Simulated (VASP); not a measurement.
**Al2Cu: single point with PBE**

Al2Cu:

```
CELL_PARAMETERS angstrom
-1.90148 1.90148 2.84320
1.90148 -1.90148 2.84320
1.90148 1.90148 -2.84320
ATOMIC_POSITIONS crystal
Al 0.75000 0.25000 0.50000
Al 0.25000 0.75000 0.50000
Cu 0.50000 0.50000 0.00000
```

| Item | Value |
| --- | --- |
| Program | VASP 6.6.1 |
| Task | single point |
| Functional | PBE |
| Potentials or basis | VASP PAW PBE potentials, release 64 (Al, Cu) |
| Cutoff | 520 eV |
| k mesh | 14 × 14 × 14 |
| Occupations | gaussian, width 0.15 eV |
| Spin | no spin polarisation |
| Dipole correction | no |
| Further INCAR settings | ALGO = Fast; EDIFF = 1e-06; NBANDS = 16 |

```json
{"Pressure": "22.5 GPa", "Band gap on the k mesh": "zero (an odd number of electrons rules out a gap without spin polarisation)"}
```

Stress tensor (GPa, compression positive):
```
24.76  0.00  0.00
 0.00 24.76  0.00
 0.00  0.00 18.02
```

Levels at points of the mesh, in eV from the Fermi level:
| k point | band 5 | band 6 | band 7 | band 8 | band 9 | band 10 | band 11 | band 12 | band 13 | band 14 |
| --- | --- | --- | --- | --- | --- | --- | --- | --- | --- | --- |
| (0.00, 0.00, 0.00) | -4.60 | -4.49 | 2.65 | 3.11 | 3.11 | 3.19 | 3.19 | 3.84 | 5.87 | 6.41 |
| (0.50, 0.00, 0.00) | -4.51 | -4.46 | -4.38 | 0.31 | 0.90 | 2.89 | 3.39 | 4.95 | 4.97 | 10.18 |
| (0.50, 0.50, 0.00) | -4.51 | -4.37 | -4.06 | -2.58 | -2.16 | 0.67 | 1.37 | 9.33 | 10.85 | 11.04 |
| (0.50, 0.50, 0.50) | -4.61 | -4.31 | -4.29 | -1.96 | -1.96 | 1.42 | 1.69 | 9.39 | 12.37 | 12.37 |

Run time: 6.2 min on 1 thread of Intel Xeon 8259CL, on a shared host, peak memory 0.28 GiB.

Caveat: the cell stands under pressure.
